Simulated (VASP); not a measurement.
Crystal: KTmI4.

```
K Tm I
1.0
     3.01175    1.73883    8.29048
    -3.01175    1.73883    8.29048
     0.00000   -3.47767    8.29048
K Tm I
1 1 4
Cartesian
  0.0000 0.0000 12.4357
  0.0000 0.0000 0.0000
  0.0000 0.0000 6.3145
  0.0000 0.0000 18.5570
  0.0000 0.0000 15.9706
  0.0000 0.0000 8.9008
```

The cell was generated, and may not be a known phase.

* Program: VASP 6.6.1
* Task: relaxation of cell and atoms
* Functional: PBE
* Potentials or basis: VASP PAW PBE potentials, release 64 (K_sv, Tm_3, I), 4f in core
* Cutoff: 500 eV
* k mesh: 3 × 3 × 3
* Occupations: gaussian, width 0.15 eV
* Spin: no spin polarisation

At the start: pressure 5.3 GPa; volume 43.42 Å³/atom.

Problem. How do energy, volume and symmetry change on relaxing?

Solution. Over 20 steps the energy falls by 1230.9 meV/atom and the volume is 41.35 Å³/atom (-4.7 %); space group R-3m (No. 166, to 0.1 Å) before and after.

The path:
```
step  energy change (eV)  largest force (eV/Å)  pressure (GPa)  volume (Å³)
   1              0.0000                7.0373            5.28       260.50
   2             -5.7491                0.5584           -3.40       309.73
   3             -5.7241                0.4343           -3.22       303.30
   4             -5.7470                0.4804           -3.34       307.26
   5             -6.7083                0.6143           -1.52       266.09
   6             -6.8895                0.8034            0.21       247.28
   7             -6.8944                0.8554            0.73       242.95
   8             -7.0330                0.7267            0.68       243.80
   9             -7.2494                0.3551            0.76       245.50
  10             -7.2657                0.4114            0.92       246.08
  11             -7.2896                0.1664           -0.80       263.20
  12             -7.3043                0.2569           -0.20       256.43
  13             -7.3204                0.2075           -0.17       255.10
  14             -7.3535                0.1018           -0.08       251.11
  15             -7.3437                0.3033            0.18       243.23
  16             -7.3625                0.1087            0.01       248.02
  17             -7.3768                0.0460            0.13       246.91
  18             -7.3826                0.0728            0.27       245.46
  19             -7.3816                0.0772           -0.35       251.23
  20             -7.3857                0.0555           -0.02       248.13
```

Final structure:
```
K Tm I
1.0
     2.43004    1.40298   12.13002
    -2.43004    1.40298   12.13002
     0.00000   -2.80597   12.13002
K Tm I
1 1 4
Cartesian
  0.0000 0.0000 18.1950
  0.0000 0.0000 0.0000
  0.0000 0.0000 8.1945
  0.0000 0.0000 28.1956
  0.0000 0.0000 22.8876
  0.0000 0.0000 13.5024
```

Caveat: a cell axis changed by over 15 % at a fixed basis, so the end point is rough; the relaxation stopped at a loose force limit of 0.08 eV/Å, so its end isn't a converged minimum.
